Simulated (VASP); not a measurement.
## BaS: single point with PBE

Crystal: BaS.

```
Ba S
1.0
     0.00000    3.26446    3.26446
     3.26446    0.00000    3.26446
     3.26446    3.26446    0.00000
Ba S
1 1
Direct
  0.00000 0.00000 0.00000
  0.50000 0.50000 0.50000
```

This cell differs from its parent crystal: volume changed by +5%.

| Item | Value |
| --- | --- |
| Program | VASP 6.6.1 |
| Task | single point |
| Functional | PBE |
| Potentials or basis | VASP PAW PBE potentials, release 64 (Ba_sv, S) |
| Cutoff | 500 eV |
| k mesh | 4 × 4 × 4 |
| Occupations | gaussian, width 0.01 eV |
| Spin | no spin polarisation |

- Pressure: -1.3 GPa
- Band gap on the k mesh: 2.20 eV, indirect (least direct gap 2.37 eV)

Levels at points of the mesh, in eV from the valence-band top:
| k point | band 4 | band 5 | band 6 | band 7 | band 8 | band 9 | band 10 | band 11 | band 12 | band 13 |
| --- | --- | --- | --- | --- | --- | --- | --- | --- | --- | --- |
| (0.00, 0.00, 0.00) | -11.36 | -10.26 | 0.00 | 0.00 | 0.00 | 3.29 | 3.85 | 3.85 | 3.85 | 4.70 |
| (0.50, 0.00, 0.00) | -11.39 | -9.30 | -1.80 | -0.97 | -0.97 | 5.31 | 5.48 | 6.05 | 6.05 | 8.41 |
| (0.50, 0.50, 0.00) | -11.51 | -10.16 | -0.59 | -0.17 | -0.17 | 2.20 | 5.63 | 5.75 | 7.13 | 7.13 |

Run time: 17 s on 1 thread of Intel Xeon 8259CL, with other jobs on the host, peak memory 0.2 GiB.

Caveat: spin-orbit coupling is left out, which moves the levels of the heavy elements. A k mesh can miss the band edges.
